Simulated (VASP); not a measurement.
Set up this calculation in VASP 6.6.1, as the native input.

```yaml
Task: single point
Functional: PBE
Potentials_or_basis: VASP PAW PBE potentials, release 64 (Ga_d, P)
Cutoff: 520 eV
k_mesh: 10 × 10 × 10
Occupations: gaussian, width 0.05 eV
Spin: no spin polarisation
Dipole_correction: no
Further_INCAR_settings: ALGO = Normal; EDIFF = 1e-07; NBANDS = 16
```

The structure of GaP lies in POSCAR:

```
GaP
1.0
    0.0000000000      2.8779272543      2.6561395978
    2.6561395978      0.0000000000      2.6561395978
    2.6561395978      2.8779272543      0.0000000000
Ga P
1 1
Direct
    0.0000000000      0.0000000000      0.0000000000
    0.7500000000      0.7500000000      0.7500000000
```

This cell differs from its parent crystal: volume 20.304 Å^3 an atom, c/a of the conventional cell 1.0835.

The input as run:

INCAR

```
PREC = Accurate
ENCUT = 520
EDIFF = 1E-7
ISMEAR = 0
SIGMA = 0.05
LREAL = F
LASPH = T
NELM = 100
ALGO = Normal
ISIF = 2
LWAVE = F
LCHARG = T
GGA = PE
LELF = T
LVHAR = T
NBANDS = 16
```

KPOINTS

```
regular mesh
0
Gamma
  10 10 10
```

Potentials or basis: VASP PAW PBE potentials, release 64 (Ga_d, P).

The run is started by

```sh
$ cat potpaw_PBE.64/Ga_d/POTCAR potpaw_PBE.64/P/POTCAR > POTCAR
$ mpirun -np 1 vasp_std > vasp.out
```

It gave:

```yaml
Pressure: 2.1 GPa
Band_gap_on_the_k_mesh: 1.22 eV, indirect (least direct gap 1.57 eV)
```

Run time: 36 s on 1 thread of Intel(R) Xeon(R) 6975P-C (Granite Rapids) (shared host), peak memory 0.21 GiB.
